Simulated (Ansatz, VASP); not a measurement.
# One calculation of Cr, two programs

The input INCAR:

```
SYSTEM = Cr
PREC = Accurate ; ENCUT = 520
EDIFF = 1E-6 ; ISMEAR = -1
SIGMA = 0.1 ; LREAL = .FALSE.
LASPH = .TRUE. ; NELM = 80
ALGO = Normal ; ISIF = 2
LWAVE = .FALSE. ; LCHARG = .FALSE.
GGA = PE ; NBANDS = 12
```

Contents of KPOINTS:

```
Automatic mesh
0
G
  17 17 17
  0 0 0
```

POSCAR

```
Cr
1.0
    0.0000000000      1.8593331485      1.8593331485
    1.8593331485      0.0000000000      1.8593331485
    1.8593331485      1.8593331485      0.0000000000
Cr
1
Direct
    0.0000000000      0.0000000000      0.0000000000
```

Input for Ansatz:

```yaml
crystal:
  lattice:
    - [0.0, 1.8593331485, 1.8593331485]
    - [1.8593331485, 0.0, 1.8593331485]
    - [1.8593331485, 1.8593331485, 0.0]
  atoms:
    - { symbol: Cr, position: [0.0, 0.0, 0.0] }
hamiltonian:
  xc: pbe
  pseudopotentials:
    kind: paw
    azcp:
      Cr: "pseudopotentials/Cr.paw.azcp"
basis:
  ecutwfc: 420
  fft_grid_basis: typed
kpoints:
  mp_grid: { grid: [17, 17, 17], shift: [0, 0, 0] }
magnetization:
  spin_polarized: false
scf:
  occupations: { method: fermi_dirac, width: 0.1 }
  lower_state_search: "off"
output:
  stress: true
  write_density: true
  write_potential: true
  elf: true
  volumetric_format: npy
```

Alike in both runs: task single point; functional PBE; k mesh 17 × 17 × 17; occupations fermi-dirac, width 0.1 eV; no spin polarisation.

```csv
,VASP,Ansatz
version,VASP 6.6.1,Ansatz 0.2.0
potentials or method,"VASP PAW PBE potentials, release 64 (Cr_pv), cutoff 520 eV","plane waves (420 eV) with PAW, scalar-relativistic"
valence electrons in the cell,12,14
```

Ansatz gave:

| Item | Value |
| --- | --- |
| pressure (GPa) | -15.5 |

Which values does VASP return?

Pressure (GPa): -15.8.

The functional is the same, so the differences come from potentials, cutoffs and numerics. VASP's potentials hold 12 valence electrons a cell and Ansatz's 14, so a difference there can come from the potentials and not from the codes.
